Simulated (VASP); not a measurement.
# CuSi16 (a cell with a defect): single point with PBE+D3(BJ)

System: CuSi16 (a cell with a defect).

```
Si Cu
1.0
     0.00000    5.43000    5.43000
     5.43000    0.00000    5.43000
     5.43000    5.43000    0.00000
Si Cu
16 1
Direct
  0.00000 0.00067 0.99997
  0.12431 0.12577 0.12426
  0.00034 0.00086 0.49796
  0.12462 0.12329 0.62561
  0.99997 0.49946 0.99995
  0.12369 0.62632 0.12372
  0.99578 0.50142 0.50134
  0.12454 0.62650 0.62559
  0.49801 0.00086 0.00030
  0.62564 0.12327 0.12462
  0.50267 0.99203 0.50266
  0.62597 0.12398 0.62593
  0.50131 0.50138 0.99589
  0.62562 0.62649 0.12455
  0.50257 0.50250 0.50256
  0.62666 0.62313 0.62676
  0.37765 0.37203 0.37782
```

```json
{
 "Program": "VASP 6.6.1",
 "Task": "single point",
 "Functional": "PBE",
 "Dispersion": "D3(BJ)",
 "Potentials or basis": "VASP PAW PBE potentials, release 64 (Si, Cu)",
 "Cutoff": "520 eV",
 "k mesh": "2 × 2 × 2",
 "Occupations": "fermi-dirac, width 0.05 eV",
 "Spin": "collinear spin",
 "Starting moments": "[0.0, 0.0, 0.0, 0.0, 0.0, 0.0, 0.0, 0.0, 0.0, 0.0, 0.0, 0.0, 0.0, 0.0, 0.0, 0.0, 1.0] μB"
}
```

| Item | Value |
| --- | --- |
| Pressure | 1.3 GPa |
| Largest force | 0.018 eV/Å |
| Net moment | 0.00 μB per cell |
| Valence electrons inside the program's atomic spheres | Si 1.70, 1.69, 1.68, 1.72 (each value once); Cu 10.09 |
| Dispersion energy per atom | -0.333 eV |

Forces in eV/Å, atoms in the order of the input:
```
Si   0.001  0.004  0.001
Si   0.000  0.010 -0.001
Si  -0.005 -0.005  0.005
Si   0.004 -0.003 -0.002
Si  -0.001  0.004 -0.001
Si   0.000  0.001  0.000
Si   0.005 -0.007 -0.005
Si   0.001 -0.003 -0.004
Si   0.005 -0.005 -0.005
Si  -0.002 -0.004  0.004
Si  -0.011  0.009 -0.011
Si   0.000  0.006  0.001
Si  -0.004 -0.006  0.004
Si  -0.004 -0.003  0.001
Si   0.010  0.008  0.010
Si   0.000 -0.002  0.000
Cu   0.000 -0.004  0.000
```

Stress tensor (GPa, compression positive):
```
1.31 0.00 0.06
0.00 1.32 0.00
0.06 0.00 1.31
```

Levels at points of the mesh, in eV from the Fermi level:
Spin up:
```csv
k point,band 35,band 36,band 37,band 38,band 39,band 40
"(0.00, 0.00, 0.00)",-1.13,-0.63,-0.62,-0.61,0.06,0.06
"(0.50, 0.00, 0.00)",-1.41,-1.19,-1.18,0.00,0.59,0.83
"(0.00, 0.50, 0.00)",-1.41,-1.19,-1.19,0.00,0.60,0.84
"(0.00, 0.00, 0.50)",-1.41,-1.19,-1.18,0.00,0.59,0.83
"(0.50, 0.50, 0.50)",-1.41,-1.19,-1.19,0.00,0.60,0.84
"(0.50, 0.50, 0.00)",-1.99,-1.96,-1.40,0.14,0.56,1.53
"(0.00, 0.50, 0.50)",-1.99,-1.96,-1.40,0.14,0.56,1.53
"(0.50, 0.00, 0.50)",-1.98,-1.96,-1.40,0.14,0.56,1.53
```
Spin down:
```tsv
k point	band 34	band 35	band 36	band 37	band 38	band 39	band 40	band 41
(0.00, 0.00, 0.00)	-1.32	-1.13	-0.63	-0.62	-0.61	0.06	0.06	0.09
(0.50, 0.00, 0.00)	-1.41	-1.41	-1.19	-1.18	0.00	0.59	0.83	0.83
(0.00, 0.50, 0.00)	-1.41	-1.41	-1.19	-1.19	0.00	0.60	0.84	0.84
(0.00, 0.00, 0.50)	-1.41	-1.41	-1.19	-1.18	0.00	0.59	0.83	0.83
(0.50, 0.50, 0.50)	-1.41	-1.41	-1.19	-1.19	0.00	0.60	0.84	0.84
(0.50, 0.50, 0.00)	-1.99	-1.99	-1.96	-1.40	0.14	0.56	1.53	1.56
(0.00, 0.50, 0.50)	-1.99	-1.99	-1.96	-1.40	0.14	0.56	1.53	1.56
(0.50, 0.00, 0.50)	-2.00	-1.98	-1.96	-1.40	0.14	0.56	1.53	1.56
```

Wall time 37 min on 1 thread of Intel Xeon 8259CL (shared host), peak memory 0.74 GiB.

Caveat: the k points lie up to 0.50 Å⁻¹ apart.
